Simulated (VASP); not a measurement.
# Si63BH (a cell with a defect) in VASP: single point with PBEsol

Aim: the single point of Si63BH (a cell with a defect) with PBEsol.

Program: VASP 6.6.1. These are calculated values, not measurements. Logs are shortened: lines on timing, memory, paths and dates and some standing lists are left out, and cuts for length are marked.

## 1. The cell of the first run

The cell holds a defect, 65 atoms: a = 10.866 Å, b = 10.866 Å, c = 10.866 Å, α = 90.00°, β = 90.00°, γ = 90.00°.

## 2. Single point, PBEsol

INCAR

```
SYSTEM = Si63BH
ALGO = Normal
EDIFF = 1E-6
ENCUT = 420
GGA = PS
GGA_COMPAT = .False.
ISIF = 2
ISMEAR = -1
ISYM = 0
LASPH = .True.
LCHARG = .False.
LREAL = Auto
LWAVE = .False.
NBANDS = 166
NELM = 120
PREC = Accurate
SIGMA = 0.05
```

KPOINTS

```
Automatic mesh
0
Gamma
  1 1 1
  0.25 0.25 0.25
```

POSCAR

```
Si63BH
1.0
   10.8655790000      0.0000000000      0.0000000000
    0.0000000000     10.8655790000      0.0000000000
    0.0000000000      0.0000000000     10.8655790000
Si B H
63 1 1
Direct
    0.9998680000      0.0006490000      0.9999360000
    0.0013020000      0.0020630000      0.4993240000
    0.0014670000      0.5000000000      0.0015540000
    0.0002640000      0.5003930000      0.4996760000
    0.4992340000      0.0021430000      0.0014710000
    0.4996120000      0.0010700000      0.4996760000
    0.4996250000      0.5003940000      0.0002980000
    0.1248830000      0.1256390000      0.1249370000
    0.1262480000      0.1270570000      0.6252300000
    0.1264980000      0.6258660000      0.1265150000
    0.1255220000      0.6256790000      0.6249860000
    0.6251290000      0.1271740000      0.1264040000
    0.6249100000      0.1263230000      0.6249740000
    0.6249260000      0.6256940000      0.1255560000
    0.6400940000      0.6409290000      0.6400360000
    0.2494660000      0.2502460000      0.9987310000
    0.2507790000      0.2515570000      0.4993580000
    0.2503250000      0.7501000000      0.9998440000
    0.2537230000      0.7450180000      0.4983040000
    0.7493450000      0.2510970000      0.9998040000
    0.7442110000      0.2545280000      0.4982650000
    0.7501390000      0.7509170000      0.0013100000
    0.7537340000      0.7545190000      0.4973130000
    0.3741030000      0.3748730000      0.1245940000
    0.3830610000      0.3838870000      0.6101380000
    0.3755740000      0.8734540000      0.1268750000
    0.3741680000      0.8754340000      0.6233340000
    0.8727120000      0.3763250000      0.1268590000
    0.8745700000      0.3750140000      0.6233500000
    0.8754650000      0.8762220000      0.1259560000
    0.8773590000      0.8781230000      0.6265040000
    0.2494290000      0.9993640000      0.2494940000
    0.2503070000      0.0006570000      0.7495170000
    0.2511040000      0.5001560000      0.2511610000
    0.2536560000      0.4988650000      0.7442480000
    0.7494280000      0.0006830000      0.2503470000
    0.7501020000      0.0020240000      0.7501730000
    0.7442090000      0.4989180000      0.2536980000
    0.7538940000      0.4984080000      0.7539040000
    0.3740570000      0.1252490000      0.3740950000
    0.3756430000      0.1276490000      0.8728310000
    0.3834300000      0.6110430000      0.3835380000
    0.3742010000      0.6239770000      0.8745510000
    0.8727280000      0.1276400000      0.3757240000
    0.8754400000      0.1266490000      0.8754830000
    0.8746230000      0.6239620000      0.3741480000
    0.8775670000      0.6271950000      0.8776510000
    0.9986170000      0.2502080000      0.2495050000
    0.9998090000      0.2511130000      0.7494730000
    0.9998880000      0.7501660000      0.2503460000
    0.0012490000      0.7508680000      0.7502080000
    0.4993670000      0.2517270000      0.2510180000
    0.4981200000      0.2545020000      0.7442090000
    0.4981930000      0.7449670000      0.2537500000
    0.4974760000      0.7546230000      0.7538270000
    0.1244850000      0.3748470000      0.3741100000
    0.1268420000      0.3763750000      0.8728200000
    0.1268400000      0.8734820000      0.3756980000
    0.1258850000      0.8762160000      0.8755080000
    0.6102510000      0.3840730000      0.3833160000
    0.6232430000      0.3750260000      0.8745390000
    0.6232120000      0.8754390000      0.3741560000
    0.6264290000      0.8782510000      0.8775320000
    0.4819490000      0.4826280000      0.4820190000
    0.5526550000      0.5522010000      0.5546910000
```

Potentials or basis: VASP PAW PBE potentials, release 64 (Si, B, H).

The run is started by

```
$ cat potpaw_PBE.64/Si/POTCAR potpaw_PBE.64/B/POTCAR potpaw_PBE.64/H/POTCAR > POTCAR
$ mpirun -np 1 vasp_std > vasp.out
```

OUTCAR:

```text
SYSTEM = Si63BH
   EDIFF = 1E-6
   ENCUT = 420
   GGA = PS
   ISIF = 2
   ISMEAR = -1
   ISYM = 0
   LASPH = .True.
   LREAL = Auto
   NELM = 120
   PREC = Accurate

 ion  position               nearest neighbor table
   1  1.000  0.001  1.000-  30 2.35  59 2.35  45 2.35   8 2.35
   2  0.001  0.002  0.499-  31 2.35   9 2.36  58 2.37  44 2.37
   3  0.001  0.500  0.002-  47 2.35  10 2.36  57 2.37  28 2.37
   4  0.000  0.500  0.500-  46 2.35  29 2.35  56 2.35  11 2.36
   5  0.499  0.002  0.001-  63 2.35  12 2.36  41 2.37  26 2.37
   6  0.500  0.001  0.500-  27 2.35  62 2.35  40 2.35  13 2.36
[... 56 lines left out ...]
  63  0.626  0.878  0.878-  37 2.35  22 2.35   5 2.35  55 2.36
  64  0.482  0.483  0.482-  65 1.34  42 2.06  60 2.06  25 2.06
  65  0.553  0.552  0.555-  64 1.34  15 1.64

IMPORTANT INFORMATION: All symmetrisations will be switched off!
NOSYMM: (Re-)initialisation of all symmetry stuff for point group C_1.

----------------------------------------------------------------------------------------

                                     Primitive cell

  volume of cell :    1282.7990

  direct lattice vectors                    reciprocal lattice vectors
    10.865579000  0.000000000  0.000000000     0.092033752  0.000000000  0.000000000
     0.000000000 10.865579000  0.000000000     0.000000000  0.092033752  0.000000000
     0.000000000  0.000000000 10.865579000     0.000000000  0.000000000  0.092033752

  length of vectors
    10.865579000 10.865579000 10.865579000     0.092033752  0.092033752  0.092033752

  position of ions in fractional coordinates (direct lattice)
     0.999868000  0.000649000  0.999936000
     0.001302000  0.002063000  0.499324000
     0.001467000  0.500000000  0.001554000
     0.000264000  0.500393000  0.499676000
     0.499234000  0.002143000  0.001471000
     0.499612000  0.001070000  0.499676000
[... 57 lines left out ...]
     0.481949000  0.482628000  0.482019000
     0.552655000  0.552201000  0.554691000

  ion indices of the primitive-cell ions
   primitive index   ion index
                 1           1
                 2           2
                 3           3
                 4           4
                 5           5
                 6           6
[... 57 lines left out ...]
                64          64
                65          65

----------------------------------------------------------------------------------------

[... 50 lines left out ...]
   EDIFFG = 0.1E-04   stopping-criterion for IOM
   NSW    =      0    number of steps for IOM
   IBRION =     -1    ionic relax: 0-MD 1-quasi-New 2-CG
   NFREE  =      0    steps in history (QN), initial steepest desc. (CG)
   ISIF   =      2    stress and relaxation
   ISYM   =      0    0-nonsym 1-usesym 2-fastsym
   POTIM  = 0.5000    time-step for ionic-motion
   TEBEG  =    0.0;   TEEND  =   0.0 temperature during run
   PSTRESS=    0.0 pullay stress
   NELECT =     256.0000    total number of electrons
   NUPDOWN=      -1.0000    fix difference up-down
   EMIN   =  10.00;   EMAX   =-10.00  energy-range for DOS
   EFERMI =   0.00;   METHOD = LEGACY
   ISMEAR =    -1;   SIGMA  =   0.05  broadening in eV -4-tet -1-fermi 0-gaus
   EFERMI_NEDOS =   21; number of points for ismear=-14 and -15
   IALGO  =     38    algorithm
   IMIX   =      4    mixing-type and parameters
     AMIX     =   0.40;   BMIX     =  1.00
     AMIX_MAG =   1.60;   BMIX_MAG =  1.00
  volume/ion in A,a.u.               =      19.74       133.18
  Fermi-wavevector in a.u.,A,eV,Ry     =   0.956684  1.807871 12.452660  0.915245
  Thomas-Fermi vector in A             =   2.085634
   LORBIT       =      0    0 simple, 1 ext, 2 COOP (PROOUT), +10 PAW based schemes
   GGA     = PS    functional components
   LHFCALC =     F    Hartree Fock is set to
   AEXX    =    0.0000 exact exchange contribution
   IVDW    =     0    specifies the selected vdW correction
   LEPSILON=     F    determine dielectric tensor
   LRPA    =     F    only Hartree local field effects (RPA)
 non-spin polarized calculation
  energy-cutoff  :      420.00
  volume of cell :     1282.80
 maximum number of plane-waves:     25035
 NGX is ok and might be reduce to    80
   NGX = 37   NGY = 37   NGZ = 37

 number of electron     256.0000010 magnetization

 Free energy of the ion-electron system (eV)
  ---------------------------------------------------
  ext. energy  EPLUGINS =         0.00000000
  ---------------------------------------------------
  free energy    TOTEN  =      -371.14392744 eV

  energy without entropy =     -371.14360899  energy(sigma->0) =     -371.14376822

 E-fermi :   5.8756     XC(G=0):  -9.5345

 val. band max:        5.4115369024   @ k =   0.2500  -0.2500   0.2500
 cond. band min:       6.3033597785   @ k =   0.2500  -0.2500   0.2500
 fundamental gap:      0.8918228761
 Fermi energy:         5.8755882896

 k-point     1 :       0.2500    0.2500    0.2500
  band No.  band energies     occupation
      1      -6.0786      2.00000
      2      -5.6025      2.00000
      3      -5.5082      2.00000
      4      -5.5081      2.00000
      5      -5.0829      2.00000
      6      -4.9979      2.00000
[... 561 lines left out ...]
    139       7.5093      0.00000
    140       7.5769      0.00000
 [bands above 140 left out]

------------------------ aborting loop because EDIFF is reached ----------------------------------------

  FORCE on cell =-STRESS in cart. coord.  units (eV):
  Direction    XX          YY          ZZ          XY          YZ          ZX
  --------------------------------------------------------------------------------------
  -------------------------------------------------------------------------------------
  Total       -2.9988720     -2.9841391     -3.0086239      1.2302010      1.2233274      1.2289075
  in kB       -3.7455007     -3.7270999     -3.7576806      1.5364840      1.5278990      1.5348684
  external PRESSURE =      -3.7434271 kB  Pullay stress =       0.0000000 kB

 VOLUME and BASIS-vectors are now :
 -----------------------------------------------------------------------------
  energy-cutoff  :      420.00
  volume of cell :     1282.80
      direct lattice vectors                 reciprocal lattice vectors
    10.865579000  0.000000000  0.000000000     0.092033752  0.000000000  0.000000000
     0.000000000 10.865579000  0.000000000     0.000000000  0.092033752  0.000000000
     0.000000000  0.000000000 10.865579000     0.000000000  0.000000000  0.092033752

 POSITION                                       TOTAL-FORCE (eV/Angst)
 -----------------------------------------------------------------------------------
     10.86414      0.00705     10.86488         0.027773      0.027233      0.025541
      0.01415      0.02242      5.42544         0.027481      0.027627      0.002391
      0.01594      5.43279      0.01689         0.027796     -0.000796      0.028125
      0.00287      5.43706      5.42927         0.025056      0.024781      0.024580
      5.42447      0.02328      0.01598         0.001222      0.027953      0.028658
      5.42857      0.01163      5.42927         0.025140      0.024776      0.024199
[... 57 lines left out ...]
      5.23665      5.24403      5.23742         0.074593      0.073189      0.081665
      6.00492      5.99998      6.02704         0.025970      0.026958      0.022502
 -----------------------------------------------------------------------------------
    total drift:                               -0.000379      0.031498     -0.000495

  FREE ENERGIE OF THE ION-ELECTRON SYSTEM (eV)
  ---------------------------------------------------
  free  energy   TOTEN  =      -371.1439274443 eV

  energy  without entropy=     -371.1436089943  energy(sigma->0) =     -371.14376822
```

Wall time 17 min (1 thread of Intel Xeon Platinum 8375C at 2.90GHz (Ice Lake), shared host); peak memory 1.1 GiB.

What came out:

| Item | Value |
| --- | --- |
| Free energy | -371.1439 eV |
| Pressure | -0.4 GPa |
| Largest force | 0.133 eV/Å |
| Band gap on the k mesh | 0.89 eV |

Forces on the atoms (eV/Å):
```
Si   0.028  0.027  0.026
Si   0.027  0.028  0.002
Si   0.028 -0.001  0.028
Si   0.025  0.025  0.025
Si   0.001  0.028  0.029
Si   0.025  0.025  0.024
Si   0.025  0.026  0.024
Si  -0.022 -0.019 -0.020
Si  -0.030 -0.031 -0.033
Si  -0.032 -0.033 -0.032
Si  -0.020 -0.023 -0.024
Si  -0.033 -0.032 -0.032
Si  -0.024 -0.020 -0.024
Si  -0.024 -0.023 -0.020
Si  -0.021 -0.023 -0.016
Si   0.015  0.015  0.015
Si   0.035  0.036  0.010
Si   0.020  0.026  0.023
Si   0.016  0.034  0.010
Si   0.025  0.021  0.025
Si   0.036  0.015  0.011
Si   0.017  0.018  0.021
Si   0.032  0.032  0.009
Si  -0.028 -0.027 -0.027
Si  -0.029 -0.034 -0.058
Si   0.005 -0.023 -0.024
Si  -0.019 -0.015 -0.033
Si  -0.021  0.003 -0.025
Si  -0.016 -0.018 -0.035
Si  -0.024 -0.022 -0.019
Si  -0.030 -0.031 -0.017
Si   0.015  0.015  0.014
Si   0.021  0.025  0.023
Si   0.035  0.011  0.037
Si   0.021  0.013  0.032
Si   0.023  0.024  0.021
Si   0.017  0.019  0.017
Si   0.037  0.010  0.017
Si   0.028  0.003  0.031
Si  -0.028 -0.025 -0.028
Si   0.002 -0.025 -0.022
Si  -0.034 -0.057 -0.038
Si  -0.019 -0.034 -0.014
Si  -0.021 -0.026  0.002
Si  -0.024 -0.020 -0.022
Si  -0.016 -0.033 -0.019
Si  -0.027 -0.013 -0.029
Si   0.015  0.015  0.014
Si   0.025  0.020  0.024
Si   0.024  0.023  0.021
Si   0.020  0.019  0.016
Si   0.011  0.036  0.035
Si   0.011  0.017  0.036
Si   0.008  0.037  0.017
Si   0.007  0.029  0.031
Si  -0.026 -0.027 -0.028
Si  -0.027  0.001 -0.020
Si  -0.025 -0.021  0.003
Si  -0.020 -0.024 -0.022
Si  -0.062 -0.035 -0.031
Si  -0.034 -0.018 -0.016
Si  -0.033 -0.016 -0.020
Si  -0.015 -0.029 -0.029
B    0.075  0.073  0.082
H    0.026  0.027  0.023
```

Caveat: the PAW data sets were made with another functional, which shifts forces and pressure a little.
